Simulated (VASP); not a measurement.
Input of a VASP 6.6.1 run:

Contents of INCAR:

```
SYSTEM = Si2Mo
  PREC = Accurate
  ENCUT = 520
  EDIFF = 1E-6
  ISMEAR = 0
  SIGMA = 0.01
  LREAL = .False.
  LASPH = .True.
  NELM = 100
  ALGO = Normal
  ISIF = 2
  LWAVE = .False.
  LCHARG = .True.
  GGA = PE
  LELF = .True.
  LVHAR = .True.
  NBANDS = 43
```

KPOINTS

```
regular mesh
0
Gamma
  12 12 6
  0 0 0
```

POSCAR

```
Si2Mo
1.0
    4.5638137293      0.0000000000      0.0000000000
   -2.2819068647      3.9523786277      0.0000000000
    0.0000000000      0.0000000000      6.5501872360
Si Mo
6 3
Direct
    0.1639178121      0.8360821879      0.8333333333
    0.3278356243      0.1639178121      0.1666666667
    0.8360821879      0.6721643757      0.5000000000
    0.8360821879      0.1639178121      0.8333333333
    0.6721643757      0.8360821879      0.1666666667
    0.1639178121      0.3278356243      0.5000000000
    0.5000000000      0.0000000000      0.5000000000
    0.0000000000      0.5000000000      0.1666666667
    0.5000000000      0.5000000000      0.8333333333
```

Potentials or basis: VASP PAW PBE potentials, release 64 (Si, Mo_sv).

Run with:

```console
$ cat potpaw_PBE.64/Si/POTCAR potpaw_PBE.64/Mo_sv/POTCAR > POTCAR
$ mpirun -np 1 vasp_std > vasp.out
```

(1) What does it give for the pressure?

(2) Predict the largest force.

(3) Predict the band gap on the k mesh.

Results:

(1) 6.9 GPa.

(2) 0.005 eV/Å.

(3) 0.04 eV (least direct gap 0.55 eV).

Caveat: the cell stands under pressure.
